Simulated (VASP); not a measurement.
# As (P6/mmm) in VASP: further runs

Runs on As. Level: PBEsol. Tasks: single point.

Program: VASP 6.6.1. These are calculated values, not measurements. Logs are shortened: lines on timing, memory, paths and dates and some standing lists are left out, and cuts for length are marked.

**1. The cell of the first run**

It takes space group P6/mmm (No. 191, hexagonal). The conventional cell has a = 4.373 Å, b = 4.373 Å, c = 2.712 Å, α = 90.00°, β = 90.00°, γ = 120.00°. Within 3.3 Å of As (site symmetry -6m2) lie 5 As at 2.52 to 2.71 Å.

**2. Single point, PBEsol**

INCAR reads:

```
SYSTEM = As
  PREC = Accurate
  ENCUT = 520
  EDIFF = 1E-7
  ISMEAR = -1
  SIGMA = 0.05
  LREAL = .FALSE.
  LASPH = .TRUE.
  NELM = 60
  ALGO = Normal
  ISIF = 2
  LWAVE = .FALSE.
  LCHARG = .TRUE.
  GGA = PS
  LELF = .TRUE.
  LVHAR = .TRUE.
  NBANDS = 12
```

KPOINTS reads:

```
regular mesh
0
G
  7 7 9
  0 0 0
```

POSCAR reads:

```
As
1.0
    4.3726620466      0.0000000000      0.0000000000
   -2.1863310233      3.7868364145      0.0000000000
    0.0000000000      0.0000000000      2.7118598437
As
2
Direct
    0.3333333333      0.6666666667      0.0000000000
    0.6666666667      0.3333333333      0.0000000000
```

Potentials or basis: VASP PAW PBE potentials, release 64 (As).

The run is started by

```
cat potpaw_PBE.64/As/POTCAR > POTCAR
mpirun -np 1 vasp_std > vasp.out
```

OUTCAR:

```text
SYSTEM = As
   PREC = Accurate
   ENCUT = 520
   EDIFF = 1E-7
   ISMEAR = -1
   LREAL = .FALSE.
   LASPH = .TRUE.
   NELM = 60
   ISIF = 2
   GGA = PS

 ion  position               nearest neighbor table
   1  0.333  0.667  0.000-   2 2.52   2 2.52   2 2.52
   2  0.667  0.333  0.000-   1 2.52   1 2.52   1 2.52

  LATTYP: Found a hexagonal cell.
 ALAT       =     4.3726620466
 C/A-ratio  =     0.6201850989

  Lattice vectors:

 A1 = (   4.3726620466,   0.0000000000,   0.0000000000)
 A2 = (  -2.1863310233,   3.7868364145,   0.0000000000)
 A3 = (   0.0000000000,   0.0000000000,   2.7118598437)

Analysis of symmetry for initial positions (statically):
=====================================================================
 Subroutine PRICEL returns:
 Original cell was already a primitive cell.

 Routine SETGRP: Setting up the symmetry group for a
 hexagonal supercell.

 Subroutine GETGRP returns: Found 24 space group operations
 (whereof 24 operations were pure point group operations)
 out of a pool of 24 trial point group operations.

The static configuration has the point symmetry D_6h.

Analysis of symmetry for dynamics (positions and initial velocities):
=====================================================================
 Subroutine PRICEL returns:
 Original cell was already a primitive cell.

 Routine SETGRP: Setting up the symmetry group for a
 hexagonal supercell.

 Subroutine GETGRP returns: Found 24 space group operations
 (whereof 24 operations were pure point group operations)
 out of a pool of 24 trial point group operations.

The dynamic configuration has the point symmetry D_6h.

 Subroutine INISYM returns: Found 24 space group operations
 (whereof 24 operations are pure point group operations),
 and found     1 'primitive' translations

----------------------------------------------------------------------------------------

                                     Primitive cell

  volume of cell :      44.9045

  direct lattice vectors                    reciprocal lattice vectors
     4.372662047  0.000000000  0.000000000     0.228693640  0.132036335  0.000000000
    -2.186331023  3.786836415  0.000000000     0.000000000  0.264072669  0.000000000
     0.000000000  0.000000000  2.711859844     0.000000000  0.000000000  0.368750620

  length of vectors
     4.372662047  4.372662047  2.711859844     0.264072669  0.264072669  0.368750620

  position of ions in fractional coordinates (direct lattice)
     0.333333333  0.666666667  0.000000000
     0.666666667  0.333333333  0.000000000

  ion indices of the primitive-cell ions
   primitive index   ion index
                 1           1
                 2           2

----------------------------------------------------------------------------------------

 KPOINTS: regular mesh

Automatic generation of k-mesh.
 Grid dimensions read from file:
 generate k-points for:    7    7    9

 Generating k-lattice:

  Cartesian coordinates                     Fractional coordinates (reciprocal lattice)
     0.032670520  0.018862334  0.000000000     0.142857143  0.000000000  0.000000000
     0.000000000  0.037724667  0.000000000     0.000000000  0.142857143  0.000000000
     0.000000000  0.000000000  0.040972291     0.000000000  0.000000000  0.111111111

  Length of vectors
     0.037724667  0.037724667  0.040972291

  Shift w.r.t. Gamma in fractional coordinates (k-lattice)
     0.000000000  0.000000000  0.000000000

 Subroutine IBZKPT returns following result:
 ===========================================

 Found     40 irreducible k-points:

 Following reciprocal coordinates:
            Coordinates               Weight
  0.000000  0.000000  0.000000      1.000000
  0.142857 -0.000000  0.000000      6.000000
  0.285714 -0.000000  0.000000      6.000000
  0.428571 -0.000000  0.000000      6.000000
  0.142857  0.142857  0.000000      6.000000
  0.285714  0.142857  0.000000     12.000000
[... 16 lines left out ...]
  0.428571  0.142857  0.222222     12.000000
  0.285714  0.285714  0.222222     12.000000
 [... further k-points ...]
   k-points           NKPTS =     40   k-points in BZ     NKDIM =     40   number of bands    NBANDS=     12
   number of dos      NEDOS =    301   number of ions     NIONS =      2
   total plane-waves  NPLWV =  25920
   dimension x,y,z NGX =    36 NGY =   36 NGZ =   20
   dimension x,y,z NGXF=    72 NGYF=   72 NGZF=   40
   ions per type =               2
   NGX,Y,Z   is equivalent  to a cutoff of  13.69, 13.69, 12.26 a.u.
   NGXF,Y,Z  is equivalent  to a cutoff of  27.37, 27.37, 24.52 a.u.
 SYSTEM =  As
   PREC   = accura    normal or accurate (medium, high low for compatibility)
   ISTART =      0    job   : 0-new  1-cont  2-samecut
   ICHARG =      2    charge: 1-file 2-atom 10-const
   ISPIN  =      1    spin polarized calculation?
   LNONCOLLINEAR =      F non collinear calculations
   LSORBIT =      F    spin-orbit coupling
   LASPH  =      T    aspherical Exc in radial PAW
   ENCUT  =  520.0 eV  38.22 Ry    6.18 a.u.   8.13  8.13  5.04*2*pi/ulx,y,z
   NELM   =     60;   NELMIN=  2; NELMDL= -5     # of ELM steps
   EDIFF  = 0.1E-06   stopping-criterion for ELM
   LREAL  =      F    real-space projection
   EDIFFG = 0.1E-05   stopping-criterion for IOM
   NSW    =      0    number of steps for IOM
   IBRION =     -1    ionic relax: 0-MD 1-quasi-New 2-CG
   NFREE  =      0    steps in history (QN), initial steepest desc. (CG)
   ISIF   =      2    stress and relaxation
   ISYM   =      2    0-nonsym 1-usesym 2-fastsym
   POTIM  = 0.5000    time-step for ionic-motion
   TEBEG  =    0.0;   TEEND  =   0.0 temperature during run
   PSTRESS=    0.0 pullay stress
   NELECT =      10.0000    total number of electrons
   NUPDOWN=      -1.0000    fix difference up-down
   EMIN   =  10.00;   EMAX   =-10.00  energy-range for DOS
   EFERMI =   0.00;   METHOD = LEGACY
   ISMEAR =    -1;   SIGMA  =   0.05  broadening in eV -4-tet -1-fermi 0-gaus
   EFERMI_NEDOS =   21; number of points for ismear=-14 and -15
   IALGO  =     38    algorithm
   IMIX   =      4    mixing-type and parameters
     AMIX     =   0.40;   BMIX     =  1.00
     AMIX_MAG =   1.60;   BMIX_MAG =  1.00
  volume/ion in A,a.u.               =      22.45       151.52
  Fermi-wavevector in a.u.,A,eV,Ry     =   0.992304  1.875183 13.397223  0.984668
  Thomas-Fermi vector in A             =   2.124107
   LORBIT       =      0    0 simple, 1 ext, 2 COOP (PROOUT), +10 PAW based schemes
   GGA     = PS    functional components
   LHFCALC =     F    Hartree Fock is set to
   AEXX    =    0.0000 exact exchange contribution
   IVDW    =     0    specifies the selected vdW correction
   LEPSILON=     F    determine dielectric tensor
   LRPA    =     F    only Hartree local field effects (RPA)
 non-spin polarized calculation
  energy-cutoff  :      520.00
  volume of cell :       44.90
 maximum number of plane-waves:      1224
 NGX is ok and might be reduce to    36
   NGX = 17   NGY = 17   NGZ = 11

 number of electron      10.0000000 magnetization

 Free energy of the ion-electron system (eV)
  ---------------------------------------------------
  ext. energy  EPLUGINS =         0.00000000
  ---------------------------------------------------
  free energy    TOTEN  =        -9.69351499 eV

  energy without entropy =       -9.68731957  energy(sigma->0) =       -9.69041728

 E-fermi :   4.8879     XC(G=0):  -9.7412

 val. band max:        4.8793819900   @ k =   0.1429   0.1429   0.1111
 cond. band min:       4.8947102398   @ k =   0.1429  -0.0000   0.1111
 fundamental gap:      0.0153282498
 Fermi energy:         4.8878559513

 k-point     1 :       0.0000    0.0000    0.0000
  band No.  band energies     occupation
      1     -10.2845      2.00000
      2      -3.5279      2.00000
      3       0.1132      2.00000
      4       0.1132      2.00000
      5       4.7333      1.91312
      6       4.7333      1.91312
      7       8.7133      0.00000
      8       9.2753      0.00000
      9      13.4750      0.00000
     10      13.6959      0.00000
     11      20.5963      0.00000
     12      20.5964      0.00000

 k-point     2 :       0.1429   -0.0000    0.0000
  band No.  band energies     occupation
      1     -10.1173      2.00000
      2      -4.3347      2.00000
      3      -0.1363      2.00000
      4       0.7739      2.00000
      5       4.6785      1.97006
      6       5.3522      0.00019
      7       8.8598      0.00000
      8      10.2374      0.00000
      9      13.1284      0.00000
     10      13.7923      0.00000
     11      18.3996      0.00000
     12      18.9153      0.00000

 k-point     3 :       0.2857   -0.0000    0.0000
  band No.  band energies     occupation
      1      -9.6373      2.00000
      2      -5.7510      2.00000
      3      -0.5782      2.00000
      4       1.3794      2.00000
      5       5.4699      0.00002
      6       6.8516      0.00000
      7       9.2733      0.00000
      8      12.1217      0.00000
      9      12.3177      0.00000
     10      13.9305      0.00000
     11      15.9423      0.00000
     12      15.9556      0.00000
[... 286 lines left out ...]
 k-point    23 :       0.4286    0.1429    0.2222
  band No.  band energies     occupation
      1      -7.8127      2.00000
      2      -6.4560      2.00000
      3      -0.6137      2.00000
      4       3.2126      2.00000
      5       4.4747      1.99948
      6       5.8591      0.00000
      7       7.6032      0.00000
      8      10.4866      0.00000
      9      10.7559      0.00000
     10      13.2165      0.00000
     11      14.9295      0.00000
     12      16.1096      0.00000

 k-point    24 :       0.2857    0.2857    0.2222
  band No.  band energies     occupation
      1      -7.6351      2.00000
      2      -6.6468      2.00000
      3      -0.9754      2.00000
      4       4.4699      1.99953
      5       4.5762      1.99608
      6       5.9223      0.00000
      7       6.2585      0.00000
      8       9.8282      0.00000
      9      11.4188      0.00000
     10      12.8221      0.00000
     11      16.8202      0.00000
     12      17.5962      0.00000

 [... further k-points ...]
[... 5 lines left out ...]
  --------------------------------------------------------------------------------------
  -------------------------------------------------------------------------------------
  Total        1.5225222      1.5225222      1.4759681      0.0000000      0.0000000      0.0000000
  in kB       54.3230970     54.3230970     52.6620600      0.0000000      0.0000000      0.0000000
  external PRESSURE =      53.7694180 kB  Pullay stress =       0.0000000 kB

 VOLUME and BASIS-vectors are now :
 -----------------------------------------------------------------------------
  energy-cutoff  :      520.00
  volume of cell :       44.90
      direct lattice vectors                 reciprocal lattice vectors
     4.372662047  0.000000000  0.000000000     0.228693640  0.132036335  0.000000000
    -2.186331023  3.786836415  0.000000000     0.000000000  0.264072669  0.000000000
     0.000000000  0.000000000  2.711859844     0.000000000  0.000000000  0.368750620

 POSITION                                       TOTAL-FORCE (eV/Angst)
 -----------------------------------------------------------------------------------
     -0.00000      2.52456      0.00000         0.000000     -0.000000      0.000000
      2.18633      1.26228      0.00000        -0.000000      0.000000      0.000000
 -----------------------------------------------------------------------------------
    total drift:                                0.000000      0.000000      0.000000

  FREE ENERGIE OF THE ION-ELECTRON SYSTEM (eV)
  ---------------------------------------------------
  free  energy   TOTEN  =        -9.6935149915 eV

  energy  without entropy=       -9.6873195713  energy(sigma->0) =       -9.69041728
```

It took 12 s on 1 thread of Intel Xeon Platinum 8488C (Sapphire Rapids), shared host; peak memory 0.17 GiB.

Results:

```
Free energy            : -9.6935 eV
Pressure               : 5.4 GPa
Band gap on the k mesh : zero (band 5 reaches 7.26 eV, above the bottom of band 6 at 3.49 eV)
```

Stress tensor (GPa, compression positive):
```
5.43 0.00 0.00
0.00 5.43 0.00
0.00 0.00 5.27
```

Levels at points of the mesh, in eV from the Fermi level:
| k point | band 3 | band 4 | band 5 | band 6 | band 7 | band 8 |
| --- | --- | --- | --- | --- | --- | --- |
| (0.00, 0.00, 0.00) | -4.77 | -4.77 | -0.15 | -0.15 | 3.83 | 4.39 |

Caveat: the PAW data sets were made with another functional, which shifts forces and pressure a little.

**3. Single point, PBEsol**

This run uses another cell than the first one, of 23.43 Å³/atom, 1.043 times its volume.

INCAR reads:

```
SYSTEM = As
PREC = Accurate
ENCUT = 520
EDIFF = 1E-6
ISMEAR = -1
SIGMA = 0.05
LREAL = .FALSE.
LASPH = .TRUE.
NELM = 80
ALGO = Normal
ISIF = 2
LWAVE = .FALSE.
LCHARG = .FALSE.
GGA = PS
NBANDS = 12
```

KPOINTS reads:

```
Automatic mesh
0
G
  7 7 9
  0 0 0
```

POSCAR reads:

```
As
1.0
    4.4305659712      0.0000000000      0.0000000000
   -2.2152829856      3.8369826842      0.0000000000
    0.0000000000      0.0000000000      2.7559447722
As
2
Direct
    0.3333333333      0.6666666667      0.0000000000
    0.6666666667      0.3333333333      0.0000000000
```

Potentials or basis: VASP PAW PBE potentials, release 64 (As).

The run is started by

```
cat potpaw_PBE.64/As/POTCAR > POTCAR
mpirun -np 1 vasp_std > vasp.out
```

OUTCAR:

```text
SYSTEM = As
   PREC = Accurate
   ENCUT = 520
   EDIFF = 1E-6
   ISMEAR = -1
   LREAL = .FALSE.
   LASPH = .TRUE.
   NELM = 80
   ISIF = 2
   GGA = PS

 ion  position               nearest neighbor table
   1  0.333  0.667  0.000-   2 2.56   2 2.56   2 2.56
   2  0.667  0.333  0.000-   1 2.56   1 2.56   1 2.56

  LATTYP: Found a hexagonal cell.
 ALAT       =     4.4305659712
 C/A-ratio  =     0.6220299596

  Lattice vectors:

 A1 = (   4.4305659712,   0.0000000000,   0.0000000000)
 A2 = (  -2.2152829856,   3.8369826842,   0.0000000000)
 A3 = (   0.0000000000,   0.0000000000,   2.7559447722)

Analysis of symmetry for initial positions (statically):
=====================================================================
 Subroutine PRICEL returns:
 Original cell was already a primitive cell.

 Routine SETGRP: Setting up the symmetry group for a
 hexagonal supercell.

 Subroutine GETGRP returns: Found 24 space group operations
 (whereof 24 operations were pure point group operations)
 out of a pool of 24 trial point group operations.

The static configuration has the point symmetry D_6h.

[... 166 lines left out ...]
 fundamental gap:      0.1325632110
 Fermi energy:         4.5099336886

 k-point     1 :       0.0000    0.0000    0.0000
  band No.  band energies     occupation
      1     -10.3442      2.00000
      2      -3.9453      2.00000
      3      -0.0943      2.00000
      4      -0.0943      2.00000
      5       4.4212      1.71021
      6       4.4212      1.71021
      7       8.0654      0.00000
      8       8.9143      0.00000
      9      12.5491      0.00000
     10      13.0994      0.00000
     11      19.7152      0.00000
     12      19.7154      0.00000
[... 331 lines left out ...]
 k-point    24 :       0.2857    0.2857    0.2222
  band No.  band energies     occupation
      1      -7.8116      2.00000
      2      -6.8629      2.00000
      3      -1.1369      2.00000
      4       4.0723      1.99968
      5       4.1639      1.99803
      6       5.3866      0.00000
      7       5.7665      0.00000
      8       9.4204      0.00000
      9      10.7375      0.00000
     10      12.3653      0.00000
     11      16.1701      0.00000
     12      16.9673      0.00000

 [... further k-points ...]
[... 5 lines left out ...]
  --------------------------------------------------------------------------------------
  -------------------------------------------------------------------------------------
  Total        0.6836266      0.6836266      0.6312883     -0.0000000      0.0000000     -0.0000000
  in kB       23.3781429     23.3781429     21.5883167     -0.0000000      0.0000000     -0.0000000
  external PRESSURE =      22.7815342 kB  Pullay stress =       0.0000000 kB

 VOLUME and BASIS-vectors are now :
 -----------------------------------------------------------------------------
  energy-cutoff  :      520.00
  volume of cell :       46.85
      direct lattice vectors                 reciprocal lattice vectors
     4.430565971  0.000000000  0.000000000     0.225704799  0.130310726  0.000000000
    -2.215282986  3.836982684  0.000000000     0.000000000  0.260621452  0.000000000
     0.000000000  0.000000000  2.755944772     0.000000000  0.000000000  0.362851974

 POSITION                                       TOTAL-FORCE (eV/Angst)
 -----------------------------------------------------------------------------------
     -0.00000      2.55799      0.00000        -0.000000     -0.000000     -0.000000
      2.21528      1.27899      0.00000         0.000000      0.000000      0.000000
 -----------------------------------------------------------------------------------
    total drift:                                0.000000      0.000000      0.000000

  FREE ENERGIE OF THE ION-ELECTRON SYSTEM (eV)
  ---------------------------------------------------
  free  energy   TOTEN  =        -9.7388268041 eV

  energy  without entropy=       -9.7314152769  energy(sigma->0) =       -9.73512104
```

Wall time 11 s (1 thread of Intel Xeon Platinum 8488C (Sapphire Rapids), shared host); peak memory 0.16 GiB.

What came out:

* Free energy: -9.7388 eV
* Pressure: 2.3 GPa
* Band gap on the k mesh: zero (band 5 reaches 6.75 eV, above the bottom of band 6 at 3.03 eV)

Stress tensor (GPa, compression positive):
```
2.34 0.00 0.00
0.00 2.34 0.00
0.00 0.00 2.16
```

Levels at points of the mesh, in eV from the Fermi level:
| k point | band 1 | band 2 | band 3 | band 4 | band 5 | band 6 | band 7 | band 8 | band 9 | band 10 |
| --- | --- | --- | --- | --- | --- | --- | --- | --- | --- | --- |
| (0.00, 0.00, 0.00) | -14.85 | -8.46 | -4.60 | -4.60 | -0.09 | -0.09 | 3.56 | 4.40 | 8.04 | 8.59 |

Caveat: the PAW data sets were made with another functional, which shifts forces and pressure a little.
